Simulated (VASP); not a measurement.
# Si (P6_3/mmc) in VASP: relaxation of cell and atoms with PBE

Aim: the relaxation of cell and atoms of Si with PBE.

Everything below comes from runs of VASP 6.6.1. Logs are shortened: lines on timing, memory, paths and dates and some standing lists are left out, and cuts for length are marked.

### Step 1. The cell of the first run

It takes space group P6_3/mmc (No. 194, hexagonal). Conventional cell: a = 3.851 Å, b = 3.851 Å, c = 19.095 Å, α = 90.00°, β = 90.00°, γ = 120.00°. Within 3.1 Å of Si (site symmetry 3m) lie 4 Si at 2.36 to 2.39 Å. Si (site symmetry 3m) has 4 Si at 2.36 to 2.39 Å within 3.1 Å. Within 3.1 Å of Si (site symmetry 3m) lie 4 Si at 2.36 to 2.39 Å.

This isn't the form of Si at room conditions, which is diamond.

### Step 2. Relaxation of cell and atoms, PBE

INCAR reads:

```
SYSTEM = Si
PREC = Accurate ; ENCUT = 600
EDIFF = 1E-7 ; ISMEAR = 0
SIGMA = 0.02 ; LREAL = .False.
LASPH = .True. ; NELM = 60
ALGO = Normal ; ISIF = 3
LWAVE = .False. ; LCHARG = .False.
GGA = PE ; IBRION = 2
NSW = 65 ; EDIFFG = -0.01
```

KPOINTS reads:

```
Automatic mesh
0
Gamma
  12 12 2
  0 0 0
```

POSCAR reads:

```
Si
1.0
    3.8514552977      0.0000000000      0.0000000000
   -1.9257276489      3.3354581294      0.0000000000
    0.0000000000      0.0000000000     19.0946714585
Si
12
Direct
    0.0000000000      0.0000000000      0.0000000000
    0.0000000000      0.0000000000      0.1250000000
    0.3333333333      0.6666666667      0.1666666667
    0.3333333333      0.6666666667      0.2916666667
    0.6666666667      0.3333333333      0.3333333333
    0.6666666667      0.3333333333      0.4583333333
    0.0000000000      0.0000000000      0.5000000000
    0.0000000000      0.0000000000      0.6250000000
    0.6666666667      0.3333333333      0.6666666667
    0.6666666667      0.3333333333      0.7916666667
    0.3333333333      0.6666666667      0.8333333333
    0.3333333333      0.6666666667      0.9583333333
```

Potentials or basis: VASP PAW PBE potentials, release 64 (Si).

Command:

```sh
cat potpaw_PBE.64/Si/POTCAR > POTCAR
mpirun -np 1 vasp_std > vasp.out
```

OUTCAR:

```text
SYSTEM = Si
   PREC = Accurate
   ENCUT = 600
   EDIFF = 1E-7
   ISMEAR = 0
   LREAL = .False.
   LASPH = .True.
   NELM = 60
   ISIF = 3
   GGA = PE
   IBRION = 2
   NSW = 65
   EDIFFG = -0.01

 ion  position               nearest neighbor table
   1  0.000  0.000  0.000-  12 2.36  12 2.36  12 2.36   2 2.39
   2  0.000  0.000  0.125-   3 2.36   3 2.36   3 2.36   1 2.39
   3  0.333  0.667  0.167-   2 2.36   2 2.36   2 2.36   4 2.39
   4  0.333  0.667  0.292-   5 2.36   5 2.36   5 2.36   3 2.39
   5  0.667  0.333  0.333-   4 2.36   4 2.36   4 2.36   6 2.39
   6  0.667  0.333  0.458-   7 2.36   7 2.36   7 2.36   5 2.39
   7  0.000  0.000  0.500-   6 2.36   6 2.36   6 2.36   8 2.39
   8  0.000  0.000  0.625-   9 2.36   9 2.36   9 2.36   7 2.39
   9  0.667  0.333  0.667-   8 2.36   8 2.36   8 2.36  10 2.39
  10  0.667  0.333  0.792-  11 2.36  11 2.36  11 2.36   9 2.39
  11  0.333  0.667  0.833-  10 2.36  10 2.36  10 2.36  12 2.39
  12  0.333  0.667  0.958-   1 2.36   1 2.36   1 2.36  11 2.39

  LATTYP: Found a hexagonal cell.
 ALAT       =     3.8514552977
 C/A-ratio  =     4.9577808861

  Lattice vectors:

 A1 = (   3.8514552977,   0.0000000000,   0.0000000000)
 A2 = (  -1.9257276489,   3.3354581294,   0.0000000000)
 A3 = (   0.0000000000,   0.0000000000,  19.0946714585)

Analysis of symmetry for initial positions (statically):
=====================================================================
 Subroutine PRICEL returns:
 Original cell was already a primitive cell.

 Routine SETGRP: Setting up the symmetry group for a
 hexagonal supercell.

 Subroutine GETGRP returns: Found 24 space group operations
 (whereof  6 operations were pure point group operations)
 out of a pool of 24 trial point group operations.

The static configuration has the point symmetry C_3v.
 The point group associated with its full space group is D_6h.

Analysis of symmetry for dynamics (positions and initial velocities):
=====================================================================
 Subroutine PRICEL returns:
 Original cell was already a primitive cell.

 Routine SETGRP: Setting up the symmetry group for a
 hexagonal supercell.

 Subroutine GETGRP returns: Found 24 space group operations
 (whereof  6 operations were pure point group operations)
 out of a pool of 24 trial point group operations.

The dynamic configuration has the point symmetry C_3v.
 The point group associated with its full space group is D_6h.

 Subroutine INISYM returns: Found 24 space group operations
 (whereof  6 operations are pure point group operations),
 and found     1 'primitive' translations

----------------------------------------------------------------------------------------

                                     Primitive cell

  volume of cell :     245.2972

  direct lattice vectors                    reciprocal lattice vectors
     3.851455298  0.000000000  0.000000000     0.259642115  0.149904445  0.000000000
    -1.925727649  3.335458129  0.000000000     0.000000000  0.299808890  0.000000000
     0.000000000  0.000000000 19.094671458     0.000000000  0.000000000  0.052370631

  length of vectors
     3.851455298  3.851455298 19.094671458     0.299808890  0.299808890  0.052370631

  position of ions in fractional coordinates (direct lattice)
     0.000000000  0.000000000  0.000000000
     0.000000000  0.000000000  0.125000000
     0.333333333  0.666666667  0.166666667
     0.333333333  0.666666667  0.291666667
     0.666666667  0.333333333  0.333333333
     0.666666667  0.333333333  0.458333333
     0.000000000  0.000000000  0.500000000
     0.000000000  0.000000000  0.625000000
     0.666666667  0.333333333  0.666666667
     0.666666667  0.333333333  0.791666667
     0.333333333  0.666666667  0.833333333
     0.333333333  0.666666667  0.958333333

  ion indices of the primitive-cell ions
   primitive index   ion index
                 1           1
                 2           2
                 3           3
                 4           4
                 5           5
                 6           6
                 7           7
                 8           8
                 9           9
                10          10
                11          11
                12          12

----------------------------------------------------------------------------------------

 KPOINTS: Automatic mesh

Automatic generation of k-mesh.
 Grid dimensions read from file:
 generate k-points for:   12   12    2

 Generating k-lattice:

  Cartesian coordinates                     Fractional coordinates (reciprocal lattice)
     0.021636843  0.012492037  0.000000000     0.083333333 -0.000000000  0.000000000
     0.000000000  0.024984074  0.000000000     0.000000000  0.083333333  0.000000000
     0.000000000  0.000000000  0.026185316     0.000000000  0.000000000  0.500000000

  Length of vectors
     0.024984074  0.024984074  0.026185316

  Shift w.r.t. Gamma in fractional coordinates (k-lattice)
     0.000000000  0.000000000  0.000000000

 Subroutine IBZKPT returns following result:
 ===========================================

 Found     38 irreducible k-points:

 Following reciprocal coordinates:
            Coordinates               Weight
  0.000000  0.000000  0.000000      1.000000
  0.083333  0.000000  0.000000      6.000000
  0.166667  0.000000  0.000000      6.000000
  0.250000  0.000000  0.000000      6.000000
  0.333333  0.000000  0.000000      6.000000
  0.416667  0.000000  0.000000      6.000000
[... 16 lines left out ...]
  0.250000  0.000000  0.500000      6.000000
  0.333333  0.000000  0.500000      6.000000
 [... further k-points ...]
   k-points           NKPTS =     38   k-points in BZ     NKDIM =     38   number of bands    NBANDS=     31
   number of dos      NEDOS =    301   number of ions     NIONS =     12
   total plane-waves  NPLWV = 163840
   dimension x,y,z NGX =    32 NGY =   32 NGZ =  160
   dimension x,y,z NGXF=    64 NGYF=   64 NGZF=  320
   ions per type =              12
   NGX,Y,Z   is equivalent  to a cutoff of  13.81, 13.81, 13.93 a.u.
   NGXF,Y,Z  is equivalent  to a cutoff of  27.63, 27.63, 27.86 a.u.
 SYSTEM =  Si
   PREC   = accura    normal or accurate (medium, high low for compatibility)
   ISTART =      0    job   : 0-new  1-cont  2-samecut
   ICHARG =      2    charge: 1-file 2-atom 10-const
   ISPIN  =      1    spin polarized calculation?
   LNONCOLLINEAR =      F non collinear calculations
   LSORBIT =      F    spin-orbit coupling
   LASPH  =      T    aspherical Exc in radial PAW
   ENCUT  =  600.0 eV  44.10 Ry    6.64 a.u.   7.69  7.69 38.14*2*pi/ulx,y,z
   NELM   =     60;   NELMIN=  2; NELMDL= -5     # of ELM steps
   EDIFF  = 0.1E-06   stopping-criterion for ELM
   LREAL  =      F    real-space projection
   EDIFFG = -.1E-01   stopping-criterion for IOM
   NSW    =     65    number of steps for IOM
   IBRION =      2    ionic relax: 0-MD 1-quasi-New 2-CG
   NFREE  =      1    steps in history (QN), initial steepest desc. (CG)
   ISIF   =      3    stress and relaxation
   ISYM   =      2    0-nonsym 1-usesym 2-fastsym
   POTIM  = 0.5000    time-step for ionic-motion
   TEBEG  =    0.0;   TEEND  =   0.0 temperature during run
   PSTRESS=    0.0 pullay stress
   NELECT =      48.0000    total number of electrons
   NUPDOWN=      -1.0000    fix difference up-down
   EMIN   =  10.00;   EMAX   =-10.00  energy-range for DOS
   EFERMI =   0.00;   METHOD = LEGACY
   ISMEAR =     0;   SIGMA  =   0.02  broadening in eV -4-tet -1-fermi 0-gaus
   EFERMI_NEDOS =   21; number of points for ismear=-14 and -15
   IALGO  =     38    algorithm
   IMIX   =      4    mixing-type and parameters
     AMIX     =   0.40;   BMIX     =  1.00
     AMIX_MAG =   1.60;   BMIX_MAG =  1.00
  volume/ion in A,a.u.               =      20.44       137.95
  Fermi-wavevector in a.u.,A,eV,Ry     =   0.950439  1.796070 12.290617  0.903335
  Thomas-Fermi vector in A             =   2.078816
   LORBIT       =      0    0 simple, 1 ext, 2 COOP (PROOUT), +10 PAW based schemes
   GGA     = PE    functional components
   LHFCALC =     F    Hartree Fock is set to
   AEXX    =    0.0000 exact exchange contribution
   IVDW    =     0    specifies the selected vdW correction
   LEPSILON=     F    determine dielectric tensor
   LRPA    =     F    only Hartree local field effects (RPA)
 conjugate gradient relaxation of ions
 non-spin polarized calculation
 Gauss-broadening in eV      SIGMA  =   0.02
  energy-cutoff  :      600.00
  volume of cell :      245.30
 maximum number of plane-waves:      8260
 NGX is ok and might be reduce to    32
   NGX = 15   NGY = 15   NGZ = 77

--------------------------------------- Ionic step        1  -------------------------------------------

 number of electron      47.9999999 magnetization

 Free energy of the ion-electron system (eV)
  ---------------------------------------------------
  ext. energy  EPLUGINS =         0.00000000
  ---------------------------------------------------
  free energy    TOTEN  =       -65.06653080 eV

  energy without entropy =      -65.06653080  energy(sigma->0) =      -65.06653080

------------------------ aborting loop because EDIFF is reached ----------------------------------------

  FORCE on cell =-STRESS in cart. coord.  units (eV):
  Direction    XX          YY          ZZ          XY          YZ          ZX
  --------------------------------------------------------------------------------------
  -------------------------------------------------------------------------------------
  Total        0.7724787      0.7724787     -1.8455080     -0.0000000     -0.0000000      0.0000000
  in kB        5.0455037      5.0455037    -12.0540773     -0.0000000     -0.0000000      0.0000000
  external PRESSURE =      -0.6543566 kB  Pullay stress =       0.0000000 kB
[... 215 lines left out ...]
  energy  without entropy=      -65.0761661136  energy(sigma->0) =      -65.07616611

--------------------------------------- Ionic step        6  -------------------------------------------

 number of electron      47.9999999 magnetization

 Free energy of the ion-electron system (eV)
  ---------------------------------------------------
  ext. energy  EPLUGINS =         0.00000000
  ---------------------------------------------------
  free energy    TOTEN  =       -65.07631637 eV

  energy without entropy =      -65.07631637  energy(sigma->0) =      -65.07631637

 E-fermi :   5.8062     XC(G=0):  -9.3299

 val. band max:        5.6969637659   @ k =   0.0000   0.0000   0.0000
 cond. band min:       6.3026592874   @ k =   0.4167   0.0000   0.0000
 fundamental gap:      0.6056955215
 Fermi energy:         5.8061610136

 k-point     1 :       0.0000    0.0000    0.0000
  band No.  band energies     occupation
      1      -6.2031      2.00000
      2      -5.8542      2.00000
      3      -5.8439      2.00000
      4      -4.8595      2.00000
      5      -4.8530      2.00000
      6      -3.9328      2.00000
[... 805 lines left out ...]
     30       7.6527      0.00000
     31       8.1761      0.00000

 [... further k-points ...]

------------------------ aborting loop because EDIFF is reached ----------------------------------------

  FORCE on cell =-STRESS in cart. coord.  units (eV):
  Direction    XX          YY          ZZ          XY          YZ          ZX
  --------------------------------------------------------------------------------------
  -------------------------------------------------------------------------------------
  Total       -0.0341574     -0.0341574     -0.0159236      0.0000000      0.0000000      0.0000000
  in kB       -0.2232452     -0.2232452     -0.1040733      0.0000000      0.0000000      0.0000000
  external PRESSURE =      -0.1835212 kB  Pullay stress =       0.0000000 kB
[... 27 lines left out ...]
  FREE ENERGIE OF THE ION-ELECTRON SYSTEM (eV)
  ---------------------------------------------------
  free  energy   TOTEN  =       -65.0763163703 eV

  energy  without entropy=      -65.0763163703  energy(sigma->0) =      -65.07631637

 reached required accuracy - stopping structural energy minimisation
```

Wall time 28 min (1 thread of Oxide Virtual Turin-like, shared host); peak memory 0.52 GiB.

What came out:

* Free energy: -65.0763 eV
* Relaxed volume: 20.43 Å³/atom
* Relaxed cell: a = 3.861 Å, b = 3.861 Å, c = 18.984 Å, α = 90.00°, β = 90.00°, γ = 120.00°
* Space group after relaxing (to 0.1 Å): P6_3/mmc (No. 194)
* Energy gained by relaxing: 0.8 meV/atom
* Ionic steps: 6
* Pressure after relaxing: 0.0 GPa
* Largest force after relaxing: 0.010 eV/Å
* Band gap on the k mesh: 0.61 eV (least direct gap 1.29 eV)

Forces in eV/Å, atoms in the order of the input:
```
Si   0.000  0.000  0.003
Si   0.000  0.000 -0.003
Si   0.000  0.000  0.010
Si   0.000  0.000  0.004
Si   0.000  0.000 -0.004
Si   0.000  0.000 -0.010
Si   0.000  0.000  0.003
Si   0.000  0.000 -0.003
Si   0.000  0.000  0.010
Si   0.000  0.000  0.004
Si   0.000  0.000 -0.004
Si   0.000  0.000 -0.010
```

Step by step:
| step | energy change (eV) | largest force (eV/Å) | pressure (GPa) | volume (Å³) |
| --- | --- | --- | --- | --- |
| 1 | 0.0000 | 0.1627 | -0.07 | 245.30 |
| 2 | -0.0049 | 0.1530 | 0.04 | 244.99 |
| 3 | -0.0082 | 0.0896 | -0.01 | 245.11 |
| 4 | -0.0094 | 0.0317 | 0.01 | 245.04 |
| 5 | -0.0096 | 0.0257 | 0.03 | 245.00 |
| 6 | -0.0098 | 0.0098 | -0.02 | 245.14 |

Final structure:
```
Si
1.0
     3.86140    0.00000    0.00000
    -1.93070    3.34407    0.00000
     0.00000    0.00000   18.98423
Si
12
Cartesian
  3.8614 0.0000 18.9782
  3.8614 0.0000 2.3791
  0.0000 2.2294 3.1714
  0.0000 2.2294 5.5372
  1.9307 1.1147 6.3279
  1.9307 1.1147 8.6938
  0.0000 0.0000 9.4861
  0.0000 0.0000 11.8712
  1.9307 1.1147 12.6635
  1.9307 1.1147 15.0294
  0.0000 2.2294 15.8200
  0.0000 2.2294 18.1859
```

Levels at points of the mesh, in eV from the valence-band top:
```csv
k point,band 20,band 21,band 22,band 23,band 24,band 25,band 26,band 27,band 28,band 29
"(0.00, 0.00, 0.00)",-0.41,-0.41,-0.10,0.00,0.00,1.29,1.46,1.70,2.17,2.37
"(0.50, 0.00, 0.00)",-2.27,-1.81,-1.81,-1.73,-1.25,0.62,0.96,1.04,1.28,1.59
"(0.00, 0.00, 0.50)",-0.80,-0.14,-0.14,-0.14,-0.14,1.35,1.35,1.91,1.91,2.54
"(0.50, 0.00, 0.50)",-2.23,-1.80,-1.80,-1.42,-1.42,0.71,0.71,1.04,1.04,1.48
```

A k mesh can miss the band edges.
